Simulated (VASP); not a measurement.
A run of VASP 6.6.1:

The input INCAR:

```
SYSTEM = TiO2
  PREC = Accurate
  ENCUT = 520
  EDIFF = 1E-8
  ISMEAR = -1
  SIGMA = 0.02
  LREAL = .FALSE.
  LASPH = .TRUE.
  NELM = 80
  ALGO = Normal
  ISIF = 2
  LWAVE = .FALSE.
  LCHARG = .FALSE.
  GGA = PE
  LEFG = .TRUE.
  NBANDS = 33
```

Contents of KPOINTS:

```
regular mesh
0
G
  7 7 10
  0 0 0
```

POSCAR

```
TiO2
1.0
    4.5922000000      0.0000000000      0.0000000000
    0.0000000000      4.5922000000      0.0000000000
    0.0000000000      0.0000000000      2.9574000000
Ti O
2 4
Direct
    0.0000000000      0.0000000000      0.0000000000
    0.5000000000      0.5000000000      0.5000000000
    0.3049600000      0.3049600000      0.0000000000
    0.1950400000      0.8049600000      0.5000000000
    0.6950400000      0.6950400000      0.0000000000
    0.8049600000      0.1950400000      0.5000000000
```

Potentials or basis: VASP PAW PBE potentials, release 64 (Ti_sv, O).

Run with:

```console
$ cat potpaw_PBE.64/Ti_sv/POTCAR potpaw_PBE.64/O/POTCAR > POTCAR
$ mpirun -np 1 vasp_std > vasp.out
```

Hardware: 1 thread of Intel(R) Xeon(R) Platinum 8259CL CPU @ 2.50GHz (Skylake/Cascade Lake), with other jobs on the host.

Problem. How long does it take, and how much memory?

Solution. Run time: 2.3 min on 1 thread of Intel(R) Xeon(R) Platinum 8259CL CPU @ 2.50GHz (Skylake/Cascade Lake), on a shared host, peak memory 0.23 GiB. Counts: scf iterations 20, k points 60.
